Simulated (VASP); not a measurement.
# Zr2Br3Cl (P-6m2) in VASP: further runs

Runs on Zr2Br3Cl. Level: PBE. Tasks: single point, relaxation of cell and atoms.

All numbers are computed with VASP 6.6.1; they aren't measurements. Logs are shortened: lines on timing, memory, paths and dates and some standing lists are left out, and cuts for length are marked.

### Step 1. The cell of the first run

Symmetry: P-6m2, No. 187, hexagonal system. The conventional cell has a = 4.491 Å, b = 4.491 Å, c = 9.565 Å, α = 90.00°, β = 90.00°, γ = 120.00°. Within 3.4 Å of Zr (site symmetry -6m2) lie 3 Cl at 2.59 Å and 6 Br at 3.31 Å. Zr (site symmetry -6m2) has 5 Br at 2.59 to 2.73 Å within 3.4 Å. Br (site symmetry 3m) has 4 Zr at 2.73 to 3.31 Å and 3 Cl at 3.31 Å within 3.6 Å. Br (site symmetry -6m2) has 3 Zr at 2.59 Å within 3.4 Å. Cl (site symmetry -6m2) has 3 Zr at 2.59 Å and 6 Br at 3.31 Å within 3.4 Å.

The cell was built from a structure type or drawn by symmetry, and may not be a known phase.

### Step 2. Single point, PBE

Input file INCAR:

```
SYSTEM = Zr2Br3Cl
  ALGO = Normal
  EDIFF = 1E-7
  ENCUT = 520
  GGA = PE
  ISIF = 2
  ISMEAR = 0
  LASPH = .TRUE.
  LCHARG = .FALSE.
  LREAL = .FALSE.
  LWAVE = .FALSE.
  NBANDS = 35
  NELM = 60
  PREC = Accurate
  SIGMA = 0.1
```

Input file KPOINTS:

```
k-points
0
G
  6 6 2
  0 0 0
```

Input file POSCAR:

```
Zr2Br3Cl
1.0
    4.4911830283     -0.0000000029      0.0000000000
   -2.2455915116      3.8894785970      0.0000000000
    0.0000000000      0.0000000000      9.5648191873
Zr Br Cl
2 3 1
Direct
    0.3333333333      0.6666666667      0.0000000000
    0.6666666667      0.3333333333      0.5000000000
    0.6666666667      0.3333333333      0.7850538391
    0.6666666667      0.3333333333      0.2149461609
    0.3333333333      0.6666666667      0.5000000000
    0.0000000000      0.0000000000      0.0000000000
```

Potentials or basis: VASP PAW PBE potentials, release 64 (Zr_sv, Br, Cl).

Started as:

```
$ cat potpaw_PBE.64/Zr_sv/POTCAR potpaw_PBE.64/Br/POTCAR potpaw_PBE.64/Cl/POTCAR > POTCAR
$ mpirun -np 1 vasp_std > vasp.out
```

OUTCAR:

```text
SYSTEM = Zr2Br3Cl
   EDIFF = 1E-7
   ENCUT = 520
   GGA = PE
   ISIF = 2
   ISMEAR = 0
   LASPH = .TRUE.
   LREAL = .FALSE.
   NELM = 60
   PREC = Accurate

 ion  position               nearest neighbor table
   1  0.333  0.667  0.000-   6 2.59   6 2.59   6 2.59   3 3.31   4 3.31   3 3.31   4 3.31   3 3.31
                             4 3.31
   2  0.667  0.333  0.500-   5 2.59   5 2.59   5 2.59   3 2.73   4 2.73
   3  0.667  0.333  0.785-   2 2.73   1 3.31   1 3.31   1 3.31
   4  0.667  0.333  0.215-   2 2.73   1 3.31   1 3.31   1 3.31
   5  0.333  0.667  0.500-   2 2.59   2 2.59   2 2.59
   6  0.000  0.000  0.000-   1 2.59   1 2.59   1 2.59

  LATTYP: Found a hexagonal cell.
 ALAT       =     4.4911830283
 C/A-ratio  =     2.1296881305

  Lattice vectors:

 A1 = (   4.4911830283,  -0.0000000029,   0.0000000000)
 A2 = (  -2.2455915116,   3.8894785970,   0.0000000000)
 A3 = (   0.0000000000,   0.0000000000,   9.5648191873)

Analysis of symmetry for initial positions (statically):
=====================================================================
 Subroutine PRICEL returns:
 Original cell was already a primitive cell.

 Routine SETGRP: Setting up the symmetry group for a
 hexagonal supercell.

 Subroutine GETGRP returns: Found 12 space group operations
 (whereof 12 operations were pure point group operations)
 out of a pool of 24 trial point group operations.

The static configuration has the point symmetry D_3h.

Analysis of symmetry for dynamics (positions and initial velocities):
=====================================================================
 Subroutine PRICEL returns:
 Original cell was already a primitive cell.

 Routine SETGRP: Setting up the symmetry group for a
 hexagonal supercell.

 Subroutine GETGRP returns: Found 12 space group operations
 (whereof 12 operations were pure point group operations)
 out of a pool of 24 trial point group operations.

The dynamic configuration has the point symmetry D_3h.

 Subroutine INISYM returns: Found 12 space group operations
 (whereof 12 operations are pure point group operations),
 and found     1 'primitive' translations

----------------------------------------------------------------------------------------

                                     Primitive cell

  volume of cell :     167.0817

  direct lattice vectors                    reciprocal lattice vectors
     4.491183028 -0.000000003  0.000000000     0.222658483  0.128551935  0.000000000
    -2.245591512  3.889478597  0.000000000     0.000000000  0.257103870  0.000000000
     0.000000000  0.000000000  9.564819187     0.000000000  0.000000000  0.104549807

  length of vectors
     4.491183028  4.491183028  9.564819187     0.257103870  0.257103870  0.104549807

  position of ions in fractional coordinates (direct lattice)
     0.333333333  0.666666667  0.000000000
     0.666666667  0.333333333  0.500000000
     0.666666667  0.333333333  0.785053839
     0.666666667  0.333333333  0.214946161
     0.333333333  0.666666667  0.500000000
     0.000000000  0.000000000  0.000000000

  ion indices of the primitive-cell ions
   primitive index   ion index
                 1           1
                 2           2
                 3           3
                 4           4
                 5           5
                 6           6

----------------------------------------------------------------------------------------

 KPOINTS: k-points

Automatic generation of k-mesh.
 Grid dimensions read from file:
 generate k-points for:    6    6    2

 Generating k-lattice:

  Cartesian coordinates                     Fractional coordinates (reciprocal lattice)
     0.037109747  0.021425322  0.000000000     0.166666667  0.000000000  0.000000000
     0.000000000  0.042850645  0.000000000     0.000000000  0.166666667  0.000000000
     0.000000000  0.000000000  0.052274903     0.000000000  0.000000000  0.500000000

  Length of vectors
     0.042850645  0.042850645  0.052274903

  Shift w.r.t. Gamma in fractional coordinates (k-lattice)
[... 54 lines left out ...]

 k-point     2 :       0.1667   -0.0000    0.0000
  band No.  band energies     occupation
      1     -45.2171      2.00000
      2     -44.5557      2.00000
      3     -23.2855      2.00000
      4     -23.2730      2.00000
      5     -23.2135      2.00000
      6     -22.7060      2.00000
[... 27 lines left out ...]
     34       7.4483      0.00000
     35       7.9035      0.00000

 k-point     3 :       0.3333    0.0000    0.0000
  band No.  band energies     occupation
      1     -45.2164      2.00000
      2     -44.5548      2.00000
      3     -23.3150      2.00000
      4     -23.2778      2.00000
      5     -23.2113      2.00000
      6     -22.7452      2.00000
[... 27 lines left out ...]
     34       7.4641      0.00000
     35       8.4100      0.00000

 k-point     4 :       0.5000    0.0000    0.0000
  band No.  band energies     occupation
      1     -45.2161      2.00000
      2     -44.5544      2.00000
      3     -23.3295      2.00000
      4     -23.2802      2.00000
      5     -23.2102      2.00000
      6     -22.7645      2.00000
[... 27 lines left out ...]
     34       8.2312      0.00000
     35       8.8967      0.00000

 k-point     5 :       0.1667    0.1667    0.0000
  band No.  band energies     occupation
      1     -45.2166      2.00000
      2     -44.5550      2.00000
      3     -23.3056      2.00000
      4     -23.2786      2.00000
      5     -23.2119      2.00000
      6     -22.7334      2.00000
[... 258 lines left out ...]
 k-point    12 :       0.1667    0.1667    0.5000
  band No.  band energies     occupation
      1     -45.2166      2.00000
      2     -44.5550      2.00000
      3     -23.3056      2.00000
      4     -23.2786      2.00000
      5     -23.2118      2.00000
      6     -22.7333      2.00000
[... 27 lines left out ...]
     34       7.6233      0.00000
     35       8.7564      0.00000

 k-point    13 :       0.3333    0.1667    0.5000
  band No.  band energies     occupation
      1     -45.2161      2.00000
      2     -44.5544      2.00000
      3     -23.3243      2.00000
      4     -23.2855      2.00000
      5     -23.2102      2.00000
      6     -22.7592      2.00000
[... 27 lines left out ...]
     34       8.3390      0.00000
     35       9.2574      0.00000

 k-point    14 :       0.3333    0.3333    0.5000
  band No.  band energies     occupation
      1     -45.2159      2.00000
      2     -44.5541      2.00000
      3     -23.3248      2.00000
      4     -23.2935      2.00000
      5     -23.2097      2.00000
      6     -22.7625      2.00000
[... 27 lines left out ...]
     34       8.4552      0.00000
     35       9.4648      0.00000

------------------------ aborting loop because EDIFF is reached ----------------------------------------

  FORCE on cell =-STRESS in cart. coord.  units (eV):
  Direction    XX          YY          ZZ          XY          YZ          ZX
  --------------------------------------------------------------------------------------
  -------------------------------------------------------------------------------------
  Total        0.0461989      0.0461989     -0.0325314      0.0000000      0.0000000     -0.0000000
  in kB        0.4430100      0.4430100     -0.3119492      0.0000000      0.0000000     -0.0000000
  external PRESSURE =       0.1913569 kB  Pullay stress =       0.0000000 kB

 VOLUME and BASIS-vectors are now :
 -----------------------------------------------------------------------------
  energy-cutoff  :      520.00
  volume of cell :      167.08
      direct lattice vectors                 reciprocal lattice vectors
     4.491183028 -0.000000003  0.000000000     0.222658483  0.128551935  0.000000000
    -2.245591512  3.889478597  0.000000000     0.000000000  0.257103870  0.000000000
     0.000000000  0.000000000  9.564819187     0.000000000  0.000000000  0.104549807

 POSITION                                       TOTAL-FORCE (eV/Angst)
 -----------------------------------------------------------------------------------
      0.00000      2.59299      0.00000         0.000000     -0.000000      0.000000
      2.24559      1.29649      4.78241         0.000000     -0.000000      0.000000
      2.24559      1.29649      7.50890        -0.000000      0.000000      0.006976
      2.24559      1.29649      2.05592        -0.000000     -0.000000     -0.006976
      0.00000      2.59299      4.78241        -0.000000      0.000000      0.000000
      0.00000      0.00000      0.00000        -0.000000      0.000000      0.000000
 -----------------------------------------------------------------------------------
    total drift:                               -0.000001      0.000000     -0.000000

  FREE ENERGIE OF THE ION-ELECTRON SYSTEM (eV)
  ---------------------------------------------------
  free  energy   TOTEN  =       -27.5322135459 eV

  energy  without entropy=      -27.4797939718  energy(sigma->0) =      -27.50600376
```

Wall time 2.2 min (1 thread of Intel Xeon Platinum 8259CL at 2.50GHz (Skylake/Cascade Lake), shared host); peak memory 0.32 GiB.

What came out:

| Property | Result |
| --- | --- |
| Free energy | -27.5322 eV |
| Pressure | 0.0 GPa |
| Largest force | 0.007 eV/Å |
| Band gap on the k mesh | zero (bands 26 and 27 overlap by 0.41 eV) |

Forces on the atoms (eV/Å):
```
Zr   0.000  0.000  0.000
Zr   0.000  0.000  0.000
Br   0.000  0.000  0.007
Br   0.000  0.000 -0.007
Br   0.000  0.000  0.000
Cl   0.000  0.000  0.000
```

Levels at points of the mesh, in eV from the Fermi level:
```tsv
k point	band 22	band 23	band 24	band 25	band 26	band 27	band 28	band 29	band 30	band 31
(0.00, 0.00, 0.00)	-4.01	-4.01	-3.74	-0.52	-0.16	-0.16	0.32	0.58	0.58	0.90
(0.50, 0.00, 0.00)	-4.73	-4.11	-3.65	-0.59	-0.31	-0.20	0.47	0.53	0.66	0.82
(0.00, 0.00, 0.50)	-4.23	-4.15	-4.15	-0.38	-0.02	-0.02	0.27	0.38	0.38	2.04
(0.50, 0.00, 0.50)	-4.41	-4.33	-4.10	-0.56	-0.08	0.06	0.12	0.34	0.80	0.81
```

### Step 3. Single point, PBE

This run uses another cell than the first one, of 29.74 Å³/atom.

Input file INCAR:

```
SYSTEM = Zr2Br3Cl
PREC = Accurate
ENCUT = 520
EDIFF = 1E-6
ISMEAR = 0
SIGMA = 0.1
LREAL = .False.
LASPH = .True.
NELM = 100
ALGO = Normal
ISIF = 2
LWAVE = .False.
LCHARG = .False.
GGA = PE
NBANDS = 35
```

Input file KPOINTS:

```
regular mesh
0
Gamma
  6 6 2
  0 0 0
```

Input file POSCAR:

```
Zr2Br3Cl
1.0
    4.4503713100      0.0000000000      0.0000000000
   -2.2251856500      3.8541346100      0.0000000000
    0.0000000000      0.0000000000     10.4036689000
Zr Br Cl
2 3 1
Direct
    0.3333333300      0.6666666700      0.0000000000
    0.6666666700      0.3333333300      0.5000000000
    0.6666666700      0.3333333300      0.7995032400
    0.6666666700      0.3333333300      0.2004967600
    0.3333333300      0.6666666700      0.5000000000
    0.0000000000      0.0000000000      0.0000000000
```

Potentials or basis: VASP PAW PBE potentials, release 64 (Zr_sv, Br, Cl).

Started as:

```
$ cat potpaw_PBE.64/Zr_sv/POTCAR potpaw_PBE.64/Br/POTCAR potpaw_PBE.64/Cl/POTCAR > POTCAR
$ mpirun -np 1 vasp_std > vasp.out
```

Run time: 2.1 min. Hardware: 1 thread of Intel Xeon Platinum 8259CL at 2.50GHz (Skylake/Cascade Lake), shared host; peak memory 0.34 GiB.

Results (log left out):

```
Free energy            : -27.1050 eV
Pressure               : -1.7 GPa
Largest force          : 0.658 eV/Å
Band gap on the k mesh : zero (bands 26 and 27 overlap by 0.55 eV)
```

Forces in eV/Å, atoms in the order of the input:
```
Zr   0.000  0.000  0.000
Zr   0.000  0.000  0.000
Br   0.000  0.000 -0.658
Br   0.000  0.000  0.658
Br   0.000  0.000  0.000
Cl   0.000  0.000  0.000
```

Stress tensor (GPa, compression positive):
```
 0.07  0.00  0.00
 0.00  0.07  0.00
 0.00  0.00 -5.12
```

Levels at points of the mesh, in eV from the Fermi level:
```tsv
k point	band 23	band 24	band 25	band 26	band 27	band 28	band 29	band 30
(0.00, 0.00, 0.00)	-3.58	-3.57	-0.43	-0.07	-0.07	0.21	0.43	0.43
(0.50, 0.00, 0.00)	-3.77	-3.57	-0.62	-0.22	-0.17	0.50	0.59	0.64
(0.00, 0.00, 0.50)	-3.63	-3.63	-0.40	-0.01	-0.01	0.35	0.35	0.39
(0.50, 0.00, 0.50)	-3.84	-3.80	-0.61	-0.03	0.07	0.27	0.37	0.71
```

### Step 4. Relaxation of cell and atoms, PBE

This run uses another cell than the first one, of 29.74 Å³/atom.

Input file INCAR:

```
ALGO = Normal
EDIFF = 1E-6
EDIFFG = -0.04
ENCUT = 600
GGA = PE
IBRION = 2
ISIF = 3
ISMEAR = 0
LASPH = True
LCHARG = False
LREAL = False
LWAVE = False
NELM = 80
NSW = 90
PREC = Accurate
SIGMA = 0.1
```

Input file KPOINTS:

```
k-points
0
Gamma
  6 6 2
```

POSCAR is that of step 3.

Started as:

```
$ cat potpaw_PBE.64/Zr_sv/POTCAR potpaw_PBE.64/Br/POTCAR potpaw_PBE.64/Cl/POTCAR > POTCAR
$ mpirun -np 1 vasp_std > vasp.out
```

Run time: 16 min. Hardware: 1 thread of Intel Xeon Platinum 8259CL at 2.50GHz (Skylake/Cascade Lake), shared host; peak memory 0.38 GiB.

It converged, with:

```yaml
Free_energy: -27.5328 eV
Relaxed_volume: 27.86 Å³/atom
Relaxed_cell: a = 4.495 Å, b = 4.495 Å, c = 9.555 Å, α = 90.00°, β = 90.00°, γ = 120.00°
Space_group_after_relaxing_to_0.1_Å: P-6m2 (No. 187)
Energy_gained_by_relaxing: 71.4 meV/atom
Ionic_steps: 14
Pressure_after_relaxing: 0.0 GPa
Largest_force_after_relaxing: 0.014 eV/Å
Band_gap_on_the_k_mesh: zero (bands 26 and 27 overlap by 0.40 eV)
```

Forces on the atoms (eV/Å):
```
Zr   0.000  0.000  0.000
Zr   0.000  0.000  0.000
Br   0.000  0.000 -0.014
Br   0.000  0.000  0.014
Br   0.000  0.000  0.000
Cl   0.000  0.000  0.000
```

Stress tensor (GPa, compression positive):
```
-0.02  0.00  0.00
 0.00 -0.02  0.00
 0.00  0.00 -0.09
```

The path:
```
step  energy change (eV)  largest force (eV/Å)  pressure (GPa)  volume (Å³)
   1              0.0000                0.6576           -1.65       178.45
   2             -0.2650                0.6043           -0.65       170.54
   3             -0.3974                0.2458            1.10       162.54
   4             -0.3981                0.1746            1.37       161.60
   5             -0.4147                0.0533           -0.22       166.25
   6             -0.4204                0.0237            0.27       164.65
   7             -0.4226                0.0835           -0.01       165.74
   8             -0.4227                0.0936           -0.06       165.93
   9             -0.4238                0.0879           -0.03       165.94
  10             -0.4260                0.0727            0.09       165.98
  11             -0.4258                0.0345            0.35       166.03
  12             -0.4267                0.0550            0.20       166.00
  13             -0.4275                0.0421            0.13       166.37
  14             -0.4281                0.0135           -0.04       167.18
```

Final structure:
```yaml
crystal:
  lattice:
    - [4.49482, 0.00000, 0.00000]
    - [-2.24741, 3.89262, 0.00000]
    - [0.00000, 0.00000, 9.55474]
  atoms:
    - { symbol: Zr, position: [0.33333, 0.66667, 0.00000] }
    - { symbol: Zr, position: [0.66667, 0.33333, 0.50000] }
    - { symbol: Br, position: [0.66667, 0.33333, 0.78580] }
    - { symbol: Br, position: [0.66667, 0.33333, 0.21420] }
    - { symbol: Br, position: [0.33333, 0.66667, 0.50000] }
    - { symbol: Cl, position: [0.00000, 0.00000, 0.00000] }
```

Levels at points of the mesh, in eV from the Fermi level:
```tsv
k point	band 23	band 24	band 25	band 26	band 27	band 28	band 29	band 30
(0.00, 0.00, 0.00)	-4.01	-3.74	-0.52	-0.16	-0.16	0.32	0.58	0.58
(0.50, 0.00, 0.00)	-4.12	-3.65	-0.59	-0.31	-0.20	0.46	0.53	0.66
(0.00, 0.00, 0.50)	-4.16	-4.16	-0.38	-0.02	-0.02	0.26	0.38	0.38
(0.50, 0.00, 0.50)	-4.33	-4.09	-0.56	-0.09	0.07	0.12	0.34	0.80
```

### Step 5. Single point, PBE, collinear spin

Input file INCAR:

```
SYSTEM = Zr2Br3Cl
  PREC = Accurate
  ENCUT = 520
  EDIFF = 1E-6
  ISMEAR = 0
  SIGMA = 0.1
  LREAL = .FALSE.
  LASPH = .TRUE.
  NELM = 150
  ALGO = Normal
  ISIF = 2
  LWAVE = .FALSE.
  LCHARG = .FALSE.
  ISPIN = 2
  MAGMOM = 1 1 0 0 0 0
  LORBIT = 11
  LMAXMIX = 4
  GGA = PE
  NBANDS = 39
```

Input file KPOINTS:

```
Automatic mesh
0
G
  6 6 2
  0 0 0
```

Input file POSCAR:

```
Zr2Br3Cl
1.0
    4.4911830283      0.0000000000      0.0000000000
   -2.2455915141      3.8894785955      0.0000000000
    0.0000000000      0.0000000000      9.5648191873
Zr Br Cl
2 3 1
Direct
    0.3333333333      0.6666666667      0.0000000000
    0.6666666667      0.3333333333      0.5000000000
    0.6666666667      0.3333333333      0.7850538391
    0.6666666667      0.3333333333      0.2149461609
    0.3333333333      0.6666666667      0.5000000000
    0.0000000000      0.0000000000      0.0000000000
```

Started as:

```
$ cat potpaw_PBE.64/Zr_sv/POTCAR potpaw_PBE.64/Br/POTCAR potpaw_PBE.64/Cl/POTCAR > POTCAR
$ mpirun -np 1 vasp_std > vasp.out
```

It took 4.5 min on 1 thread of Intel Xeon Platinum 8259CL at 2.50GHz (Skylake/Cascade Lake), shared host; peak memory 0.42 GiB.

The run converged. Its results:

```yaml
Free_energy: -27.7632 eV
Pressure: 1.4 GPa
Largest_force: 0.119 eV/Å
Net_moment: 3.05 μB per cell
Site_moments: Zr +1.29, +0.72; Br -0.00, +0.00 (each value once); Cl -0.04 μB
Valence_electrons_inside_the_program's_atomic_spheres: Zr 9.70, 9.85; Br 4.87, 4.97 (each value once); Cl 5.15
```

Forces in eV/Å, atoms in the order of the input:
```
Zr   0.000  0.000  0.000
Zr   0.000  0.000  0.000
Br   0.000  0.000 -0.119
Br   0.000  0.000  0.119
Br   0.000  0.000  0.000
Cl   0.000  0.000  0.000
```

Stress tensor (GPa, compression positive):
```
2.14 0.00 0.00
0.00 2.14 0.00
0.00 0.00 0.05
```

Levels at points of the mesh, in eV from the Fermi level:
Spin up:
| k point | band 24 | band 25 | band 26 | band 27 | band 28 | band 29 | band 30 | band 31 |
| --- | --- | --- | --- | --- | --- | --- | --- | --- |
| (0.00, 0.00, 0.00) | -3.66 | -0.82 | -0.46 | -0.46 | 0.20 | 0.25 | 0.25 | 0.72 |
| (0.50, 0.00, 0.00) | -3.54 | -0.75 | -0.66 | -0.44 | 0.14 | 0.31 | 0.34 | 0.65 |
| (0.00, 0.00, 0.50) | -4.06 | -0.71 | -0.27 | -0.27 | 0.00 | 0.00 | 0.17 | 1.88 |
| (0.50, 0.00, 0.50) | -3.99 | -0.71 | -0.43 | -0.28 | -0.12 | 0.11 | 0.56 | 0.64 |
Spin down:
```
           k point  band 21  band 22  band 23  band 24  band 25  band 26  band 27  band 28
(0.00, 0.00, 0.00)    -4.18    -3.85    -3.85    -3.62     0.24     0.67     0.67     0.76
(0.50, 0.00, 0.00)    -4.60    -4.52    -3.93    -3.51    -0.32     0.35     0.46     1.00
(0.00, 0.00, 0.50)    -4.06    -4.06    -3.98    -3.98     0.46     0.65     0.87     0.87
(0.50, 0.00, 0.50)    -4.33    -4.23    -4.14    -3.93    -0.31     0.51     0.80     0.87
```

### Step 6. The runs side by side

```csv
task,spin,cell,cutoff (eV),gap on the mesh (eV),pressure (GPa),largest force (eV/Å)
single point,off,"a = 4.491, b = 4.491, c = 9.565 Å, angles 90.0, 90.0, 120.0°, 6 atoms, atomic positions A",520,none,0.0,0.01
single point,off,"a = 4.450, b = 4.450, c = 10.404 Å, angles 90.0, 90.0, 120.0°, 6 atoms, atomic positions B",520,none,-1.7,0.66
relaxation of cell and atoms,off,"relaxed from a = 4.450, b = 4.450, c = 10.404 Å, angles 90.0, 90.0, 120.0°, 6 atoms, atomic positions B",600,none,0.0,0.01
single point,collinear,"a = 4.491, b = 4.491, c = 9.565 Å, angles 90.0, 90.0, 120.0°, 6 atoms, atomic positions A",520,none,1.4,0.12
```

Alike in all rows: level PBE; potentials or basis VASP PAW PBE potentials, release 64 (Zr_sv, Br, Cl); k mesh 6 × 6 × 2; smearing gaussian 0.1 eV.

Absolute energies hang on the potentials; compare differences alone.
